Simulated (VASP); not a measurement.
Set up this calculation in VASP 6.6.1, as the native input.

```yaml
Task: single point
Functional: PBE
Potentials_or_basis: VASP PAW PBE potentials, release 64 (Na_pv, I)
Cutoff: 500 eV
k_mesh: 4 × 4 × 4
Occupations: gaussian, width 0.01 eV
Spin: no spin polarisation
Dipole_correction: no
Further_INCAR_settings: ALGO = Normal; EDIFF = 1e-06; NBANDS = 14
```

The structure of NaI lies in POSCAR:

```
NaI
1.0
    0.0000000000      3.2826354310      3.2826354310
    3.2826354310      0.0000000000      3.2826354310
    3.2826354310      3.2826354310      0.0000000000
Na I
1 1
Direct
    0.0000000000      0.0000000000      0.0000000000
    0.5000000000      0.5000000000      0.5000000000
```

This cell differs from its parent crystal: volume changed by +5%.

The input as run:

INCAR

```
PREC = Accurate
ENCUT = 500
EDIFF = 1E-6
ISMEAR = 0
SIGMA = 0.01
LREAL = F
LASPH = T
NELM = 120
ALGO = Normal
ISIF = 2
LWAVE = F
LCHARG = F
GGA = PE
NBANDS = 14
GGA_COMPAT = F
```

KPOINTS

```
regular mesh
0
Gamma
  4 4 4
```

Potentials or basis: VASP PAW PBE potentials, release 64 (Na_pv, I).

Launch:

```console
$ cat potpaw_PBE.64/Na_pv/POTCAR potpaw_PBE.64/I/POTCAR > POTCAR
$ mpirun -np 1 vasp_std > vasp.out
```

It gave:

```
Pressure               : -0.2 GPa
Band gap on the k mesh : 3.53 eV, direct
```

Caveat: spin-orbit coupling is left out, which moves the levels of the heavy elements.

It took 4.7 s on 1 thread of Intel(R) Xeon(R) 6975P-C (Granite Rapids), on a shared host, peak memory 0.19 GiB.
